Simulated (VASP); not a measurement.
# F2 in VASP: a series of runs

The runs below take F2 through relaxation of the atoms, single point, with PBE.

All numbers are computed with VASP 6.6.1; they aren't measurements. Logs are shortened: lines on timing, memory, paths and dates and some standing lists are left out, and cuts for length are marked.

### 1 The cell of the first run

The cell holds a molecule in a box, 2 atoms: a = 12.000 Å, b = 12.300 Å, c = 12.600 Å, α = 90.00°, β = 90.00°, γ = 90.00°.

### 2 Relaxation of the atoms, PBE

Input file INCAR:

```
SYSTEM = F
ALGO = Normal
EDIFF = 1E-6
EDIFFG = -0.01
ENCUT = 520
GGA = PE
IBRION = 2
ISIF = 2
ISMEAR = -1
LASPH = .True.
LCHARG = .False.
LREAL = .False.
LWAVE = .False.
NELM = 100
NSW = 80
PREC = Accurate
SIGMA = 0.01
```

Input file KPOINTS:

```
k-points
0
Gamma
  1 1 1
  0 0 0
```

Input file POSCAR:

```
F
1.0
   12.0000000000      0.0000000000      0.0000000000
    0.0000000000     12.3000000000      0.0000000000
    0.0000000000      0.0000000000     12.6000000000
F
2
Direct
    0.5000000000      0.5000000000      0.4436507937
    0.5000000000      0.5000000000      0.5563492063
```

Potentials or basis: VASP PAW PBE potentials, release 64 (F).

Run with:

```bash
cat potpaw_PBE.64/F/POTCAR > POTCAR
mpirun -np 1 vasp_gam > vasp.out
```

OUTCAR:

```text
SYSTEM = F
   EDIFF = 1E-6
   EDIFFG = -0.01
   ENCUT = 520
   GGA = PE
   IBRION = 2
   ISIF = 2
   ISMEAR = -1
   LASPH = .True.
   LREAL = .False.
   NELM = 100
   NSW = 80
   PREC = Accurate

 ion  position               nearest neighbor table
   1  0.500  0.500  0.444-   2 1.42
   2  0.500  0.500  0.556-   1 1.42

  LATTYP: Found a simple orthorhombic cell.
 ALAT       =    12.0000000000
 B/A-ratio  =     1.0250000000
 C/A-ratio  =     1.0500000000

  Lattice vectors:

 A1 = (  12.0000000000,   0.0000000000,   0.0000000000)
 A2 = (   0.0000000000,  12.3000000000,   0.0000000000)
 A3 = (   0.0000000000,   0.0000000000,  12.6000000000)

Analysis of symmetry for initial positions (statically):
=====================================================================
 Subroutine PRICEL returns:
 Original cell was already a primitive cell.

 Routine SETGRP: Setting up the symmetry group for a
 simple orthorhombic supercell.

 Subroutine GETGRP returns: Found  8 space group operations
 (whereof  8 operations were pure point group operations)
 out of a pool of  8 trial point group operations.

The static configuration has the point symmetry D_2h.

Analysis of symmetry for dynamics (positions and initial velocities):
=====================================================================
 Subroutine PRICEL returns:
 Original cell was already a primitive cell.

 Routine SETGRP: Setting up the symmetry group for a
 simple orthorhombic supercell.

 Subroutine GETGRP returns: Found  8 space group operations
 (whereof  8 operations were pure point group operations)
 out of a pool of  8 trial point group operations.

The dynamic configuration has the point symmetry D_2h.

 Subroutine INISYM returns: Found  8 space group operations
 (whereof  8 operations are pure point group operations),
 and found     1 'primitive' translations

----------------------------------------------------------------------------------------

                                     Primitive cell

  volume of cell :    1859.7600

  direct lattice vectors                    reciprocal lattice vectors
    12.000000000  0.000000000  0.000000000     0.083333333  0.000000000  0.000000000
     0.000000000 12.300000000  0.000000000     0.000000000  0.081300813  0.000000000
[... 50 lines left out ...]
   NGXF,Y,Z  is equivalent  to a cutoff of  24.94, 25.95, 25.33 a.u.
 SYSTEM =  F
   PREC   = accura    normal or accurate (medium, high low for compatibility)
   ISTART =      0    job   : 0-new  1-cont  2-samecut
   ICHARG =      2    charge: 1-file 2-atom 10-const
   ISPIN  =      1    spin polarized calculation?
   LNONCOLLINEAR =      F non collinear calculations
   LSORBIT =      F    spin-orbit coupling
   LASPH  =      T    aspherical Exc in radial PAW
   ENCUT  =  520.0 eV  38.22 Ry    6.18 a.u.  22.31 22.87 23.43*2*pi/ulx,y,z
   NELM   =    100;   NELMIN=  2; NELMDL= -5     # of ELM steps
   EDIFF  = 0.1E-05   stopping-criterion for ELM
   LREAL  =      F    real-space projection
   EDIFFG = -.1E-01   stopping-criterion for IOM
   NSW    =     80    number of steps for IOM
   IBRION =      2    ionic relax: 0-MD 1-quasi-New 2-CG
   NFREE  =      1    steps in history (QN), initial steepest desc. (CG)
   ISIF   =      2    stress and relaxation
   ISYM   =      2    0-nonsym 1-usesym 2-fastsym
   POTIM  = 0.5000    time-step for ionic-motion
   TEBEG  =    0.0;   TEEND  =   0.0 temperature during run
   PSTRESS=    0.0 pullay stress
   NELECT =      14.0000    total number of electrons
   NUPDOWN=      -1.0000    fix difference up-down
   EMIN   =  10.00;   EMAX   =-10.00  energy-range for DOS
   EFERMI =   0.00;   METHOD = LEGACY
   ISMEAR =    -1;   SIGMA  =   0.01  broadening in eV -4-tet -1-fermi 0-gaus
   EFERMI_NEDOS =   21; number of points for ismear=-14 and -15
   IALGO  =     38    algorithm
   IMIX   =      4    mixing-type and parameters
     AMIX     =   0.40;   BMIX     =  1.00
     AMIX_MAG =   1.60;   BMIX_MAG =  1.00
  volume/ion in A,a.u.               =     929.88      6275.14
  Fermi-wavevector in a.u.,A,eV,Ry     =   0.320847  0.606314  1.400625  0.102943
  Thomas-Fermi vector in A             =   1.207823
   LORBIT       =      0    0 simple, 1 ext, 2 COOP (PROOUT), +10 PAW based schemes
   GGA     = PE    functional components
   LHFCALC =     F    Hartree Fock is set to
   AEXX    =    0.0000 exact exchange contribution
   IVDW    =     0    specifies the selected vdW correction
   LEPSILON=     F    determine dielectric tensor
   LRPA    =     F    only Hartree local field effects (RPA)
 conjugate gradient relaxation of ions
 non-spin polarized calculation
  energy-cutoff  :      520.00
  volume of cell :     1859.76
 maximum number of plane-waves:     25042
 NGX is ok and might be reduce to    90
   NGX = 45   NGY = 45   NGZ = 47

--------------------------------------- Ionic step        1  -------------------------------------------

 number of electron      13.9999994 magnetization

 Free energy of the ion-electron system (eV)
  ---------------------------------------------------
  ext. energy  EPLUGINS =         0.00000000
  ---------------------------------------------------
  free energy    TOTEN  =        -3.61799559 eV

  energy without entropy =       -3.61799559  energy(sigma->0) =       -3.61799559

------------------------ aborting loop because EDIFF is reached ----------------------------------------

  FORCE on cell =-STRESS in cart. coord.  units (eV):
  Direction    XX          YY          ZZ          XY          YZ          ZX
  --------------------------------------------------------------------------------------
  -------------------------------------------------------------------------------------
  Total       -0.1130145     -0.1141672      0.1323400      0.0000000      0.0000000      0.0000000
  in kB       -0.0973616     -0.0983547      0.1140105      0.0000000      0.0000000      0.0000000
  external PRESSURE =      -0.0272353 kB  Pullay stress =       0.0000000 kB
[... 59 lines left out ...]
--------------------------------------- Ionic step        3  -------------------------------------------

 number of electron      13.9999994 magnetization

 Free energy of the ion-electron system (eV)
  ---------------------------------------------------
  ext. energy  EPLUGINS =         0.00000000
  ---------------------------------------------------
  free energy    TOTEN  =        -3.61834324 eV

  energy without entropy =       -3.61834324  energy(sigma->0) =       -3.61834324

 E-fermi :  -9.1596     XC(G=0):  -0.3058

 val. band max:       -9.4291556591   @ k =   0.0000   0.0000   0.0000
 cond. band min:      -6.0217384918   @ k =   0.0000   0.0000   0.0000
 fundamental gap:      3.4074171673
 Fermi energy:        -9.1595873946

 k-point     1 :       0.0000    0.0000    0.0000
  band No.  band energies     occupation
      1     -33.8333      2.00000
      2     -27.7186      2.00000
      3     -15.2943      2.00000
      4     -12.7051      2.00000
      5     -12.7050      2.00000
      6      -9.4292      2.00000
      7      -9.4292      2.00000
      8      -6.0217      0.00000
      9      -0.2458      0.00000
     10       0.6078      0.00000
     11       0.7661      0.00000
[... 27 lines left out ...]
  FREE ENERGIE OF THE ION-ELECTRON SYSTEM (eV)
  ---------------------------------------------------
  free  energy   TOTEN  =        -3.6183432442 eV

  energy  without entropy=       -3.6183432442  energy(sigma->0) =       -3.61834324

 reached required accuracy - stopping structural energy minimisation
```

OSZICAR:

```text
N       E                     dE             d eps       ncg     rms          rms(c)
DAV:   1     0.189387769697E+03    0.18939E+03   -0.31769E+03    30   0.698E+02
DAV:   2     0.683345613494E+02   -0.12105E+03   -0.12016E+03    41   0.123E+02
DAV:   3     0.194868160745E+01   -0.66386E+02   -0.66280E+02    28   0.129E+02
[... 35 lines left out ...]
DAV:   6    -0.361833765050E+01   -0.27161E-05   -0.17928E-07    25   0.366E-03    0.411E-04
DAV:   7    -0.361833980434E+01   -0.21538E-05   -0.83545E-08    25   0.180E-03    0.343E-04
DAV:   8    -0.361834137799E+01   -0.15736E-05   -0.42812E-08    17   0.137E-03    0.125E-04
DAV:   9    -0.361834293655E+01   -0.15586E-05   -0.10059E-07    33   0.145E-03    0.859E-05
DAV:  10    -0.361834324418E+01   -0.30763E-06   -0.61643E-10    14   0.329E-04
   3 F= -.36183432E+01 E0= -.36183432E+01  d E =-.347650E-03
```

Run time: 5.2 min. Hardware: 1 thread of AMD EPYC 7R13, shared host; peak memory 1.5 GiB.

What came out:

* Free energy: -3.6183 eV
* Energy gained by relaxing: 0.2 meV/atom
* Ionic steps: 3
* Gap between the frontier levels: 3.41 eV

Step by step:
| step | energy change (eV) | largest force (eV/Å) | pressure (GPa) |
| --- | --- | --- | --- |
| 1 | 0.0000 | 0.1566 | 0.00 |
| 2 | 0.0016 | 0.3576 | -0.02 |
| 3 | -0.0003 | 0.0001 | -0.01 |

Final structure:
```
CELL_PARAMETERS angstrom
12.00000 0.00000 0.00000
0.00000 12.30000 0.00000
0.00000 0.00000 12.60000
ATOMIC_POSITIONS crystal
F 0.50000 0.50000 0.44347
F 0.50000 0.50000 0.55653
```

Levels at points of the mesh, in eV from the valence-band top:
```csv
k point,band 4,band 5,band 6,band 7,band 8,band 9,band 10,band 11
"(0.00, 0.00, 0.00)",-3.28,-3.28,0.00,0.00,3.41,9.18,10.04,10.20
```

### 3 Single point, PBE

Input file INCAR:

```
SYSTEM = F
  ALGO = Normal
  EDIFF = 1E-6
  ENCUT = 910
  GGA = PE
  GGA_COMPAT = .FALSE.
  ISIF = 2
  ISMEAR = -1
  LASPH = .TRUE.
  LCHARG = .FALSE.
  LREAL = .FALSE.
  LWAVE = .FALSE.
  NBANDS = 14
  NELM = 120
  NELMDL = -8
  PREC = Accurate
  SIGMA = 0.01
```

Input file KPOINTS:

```
k-points
0
G
  1 1 1
  0 0 0
```

Input file POSCAR:

```
F
1.0
   12.0000000000      0.0000000000      0.0000000000
    0.0000000000     12.3000000000      0.0000000000
    0.0000000000      0.0000000000     12.6000000000
F
2
Direct
    0.5000000000      0.5000000000      0.4438838974
    0.5000000000      0.5000000000      0.5561161026
```

Potentials or basis: VASP PAW PBE potentials, release 64 (F_h).

Run with:

```bash
cat potpaw_PBE.64/F_h/POTCAR > POTCAR
mpirun -np 1 vasp_gam > vasp.out
```

Wall time 6.9 min (1 thread of Intel Xeon Platinum 8259CL at 2.50GHz (Skylake/Cascade Lake), shared host); peak memory 2.4 GiB.

It converged, with:

- Free energy: -3.6947 eV
- Largest force: 0.006 eV/Å
- Gap between the frontier levels: 3.60 eV

Forces in eV/Å, atoms in the order of the input:
```
F    0.000  0.000 -0.006
F    0.000  0.000  0.006
```

Levels at points of the mesh, in eV from the valence-band top:
```csv
k point,band 5,band 6,band 7,band 8,band 9,band 10
"(0.00, 0.00, 0.00)",-3.37,0.00,0.00,3.60,9.14,9.98
```

Caveat: the cutoff is under 1.25 times the usual one of these potentials, so pressure, stress and relaxed cells hold a basis-set (Pulay) error.
